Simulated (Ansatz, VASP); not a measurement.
Zr in VASP and in Ansatz

```
CELL_PARAMETERS angstrom
-4.52694 4.52694 0.00000
-4.52694 0.00000 4.52694
0.00000 4.52694 4.52694
ATOMIC_POSITIONS crystal
Zr 0.00000 0.00000 0.00000
Zr 0.50000 0.00000 0.00000
Zr 0.00000 0.50000 0.00000
Zr 0.00000 0.00000 0.50000
Zr 0.50000 0.50000 0.00000
Zr 0.50000 0.00000 0.50000
Zr 0.00000 0.50000 0.50000
Zr 0.50000 0.50000 0.50000
```

Alike in both runs: task relaxation of cell and atoms; functional PBE; k mesh 6 × 6 × 6; occupations gaussian, width 0.1 eV; no spin polarisation.

|  | VASP | Ansatz |
| --- | --- | --- |
| version | VASP 6.6.1 | Ansatz 0.2.0 |
| potentials or method | VASP PAW PBE potentials, release 64 (Zr_sv), cutoff 600 eV | scalar-relativistic, plane waves, PAW |
| valence electrons in the cell | 96 | 96 |

Ansatz gave:

| Quantity | Value |
| --- | --- |
| gap on the k mesh at the Fermi level, each at its own relaxed structure (eV) | none |
| relaxed volume (Å³/atom) | 23.10 |
| relaxed cell length with the largest relative difference (Å) | 6.393 |

Q: Which values does VASP return?

A: gap on the k mesh at the Fermi level, each at its own relaxed structure (eV): none; relaxed volume (Å³/atom): 23.10; relaxed cell length with the largest relative difference (Å): 6.394.

A gap of «none» marks a metal or a gap that the smearing closes.
